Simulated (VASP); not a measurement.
Write the native input for VASP 6.6.1 that does the following.

* Task: single point
* Functional: LDA
* Potentials or basis: VASP PAW LDA potentials, release 64 (Mo_sv, S)
* Cutoff: 520 eV
* k mesh: 10 × 10 × 2
* Occupations: fermi-dirac, width 0.05 eV
* Spin: no spin polarisation
* Dipole correction: no
* Further INCAR settings: ALGO = Normal; EDIFF = 1e-06; NBANDS = 20

The structure of MoS2 lies in POSCAR:

```
MoS2
1.0
    3.2260272831      0.0000000000      0.0000000000
   -1.6130136416      2.7938215805      0.0000000000
    0.0000000000      0.0000000000     17.5627129508
Mo S
1 2
Direct
    0.0000000000      0.0000000000      0.0000000000
    0.3333333333      0.6666666667      0.9105070200
    0.3333333333      0.6666666667      0.0894929800
```

This cell differs from its parent crystal: volume scaled by 1.04.

One way to write it, as run:

INCAR

```
SYSTEM = MoS2
ALGO = Normal ; EDIFF = 1E-6
ENCUT = 520 ; GGA = CA
ISIF = 2 ; ISMEAR = -1
LASPH = .True. ; LCHARG = .True.
LELF = .True. ; LREAL = .False.
LVHAR = .True. ; LWAVE = .False.
NBANDS = 20 ; NELM = 60
PREC = Accurate ; SIGMA = 0.05
```

KPOINTS

```
k-points
0
Gamma
  10 10 2
  0 0 0
```

Potentials or basis: VASP PAW LDA potentials, release 64 (Mo_sv, S).

Command:

```sh
$ cat potpaw_LDA.64/Mo_sv/POTCAR potpaw_LDA.64/S/POTCAR > POTCAR
$ mpirun -np 1 vasp_std > vasp.out
```

Results of the run:

```json
{
 "Largest force": "0.973 eV/Å",
 "Band gap on the k mesh": "1.64 eV, indirect (least direct gap 1.82 eV)"
}
```

Run time: 2.8 min on 1 thread of AMD EPYC 7R13 (shared host), peak memory 0.23 GiB.
